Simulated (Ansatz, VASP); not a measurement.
ZnSe: VASP beside Ansatz

POSCAR

```
ZnSe
1.0
    0.0000000000      2.8893788162      2.8893788162
    2.8893788162      0.0000000000      2.8893788162
    2.8893788162      2.8893788162      0.0000000000
Se Zn
1 1
Direct
    0.7500000000      0.7500000000      0.7500000000
    0.0000000000      0.0000000000      0.0000000000
```

File INCAR.step1:

```
SYSTEM = ZnSe
ALGO     = Normal         ! electronic algorithm
EDIFF    = 1E-5           ! SCF threshold, eV
ENCUT    = 520            ! plane-wave cutoff, eV
GGA      = PE             ! functional
ISIF     = 2              ! what is computed and relaxed
ISMEAR   = -1             ! smearing method
LASPH    = .True.         ! aspherical terms in the spheres
LCHARG   = .False.        ! write CHGCAR
LREAL    = .False.        ! projectors in reciprocal space
LWAVE    = .True.         ! write WAVECAR
NBANDS   = 16             ! bands
NELM     = 60             ! most SCF steps
PREC     = Accurate       ! precision mode
SIGMA    = 0.05           ! smearing width, eV
```

INCAR.step2

```
SYSTEM = ZnSe
ALGO     = Normal         ! electronic algorithm
EDIFF    = 1E-6           ! SCF threshold, eV
ENCUT    = 520            ! plane-wave cutoff, eV
GGA      = PE             ! functional
HFSCREEN = 0.2079         ! screening, 1/A
ISIF     = 2              ! what is computed and relaxed
ISMEAR   = -1             ! smearing method
ISTART   = 1            
LASPH    = .True.         ! aspherical terms in the spheres
LCHARG   = .False.        ! write CHGCAR
LHFCALC  = .True.         ! exact exchange
LREAL    = .False.        ! projectors in reciprocal space
LWAVE    = .False.        ! write WAVECAR
NBANDS   = 16             ! bands
NELM     = 60             ! most SCF steps
PREC     = Accurate       ! precision mode
PRECFOCK = Normal       
SIGMA    = 0.05           ! smearing width, eV
```

Contents of KPOINTS:

```
k-points
0
Gamma
  4 4 4
  0 0 0
```

File input.yaml:

```yaml
crystal:
  lattice:
    - [0.0, 2.8893788162, 2.8893788162]
    - [2.8893788162, 0.0, 2.8893788162]
    - [2.8893788162, 2.8893788162, 0.0]
  atoms:
    - { symbol: Se, position: [0.75, 0.75, 0.75] }
    - { symbol: Zn, position: [0.0, 0.0, 0.0] }
hamiltonian:
  xc: hse06
  pseudopotentials: { kind: paw }
kpoints:
  mp_grid: { grid: [4, 4, 4] }
scf:
  occupations: { method: fermi_dirac, width: 0.05 }
output:
  forces: true
  stress: true
  eigenvalues: true
```

Alike in both runs: task single point; functional HSE06; k mesh 4 × 4 × 4; occupations fermi-dirac, width 0.05 eV; no spin polarisation.

```csv
,VASP,Ansatz
version,VASP 6.6.1,Ansatz 0.2.0
potentials or method,"VASP PAW PBE potentials, release 64 (Se, Zn)",Ansatz PAW
plane-wave cutoff (eV),520,420
valence electrons in the cell,18,28
```

VASP gave:

```
gap on the k mesh at the Fermi level (eV) : 2.16
least direct gap on the mesh (eV)         : 2.16
pressure (GPa)                            : -2.1
```

Q: Which values does Ansatz return?

A: gap on the k mesh at the Fermi level (eV): 2.18; least direct gap on the mesh (eV): 2.18; pressure (GPa): -2.1.

VASP's potentials hold 18 valence electrons a cell and Ansatz's 28, so a difference there can come from the potentials and not from the codes.

The k mesh is coarse, so the values compare programs but aren't converged.
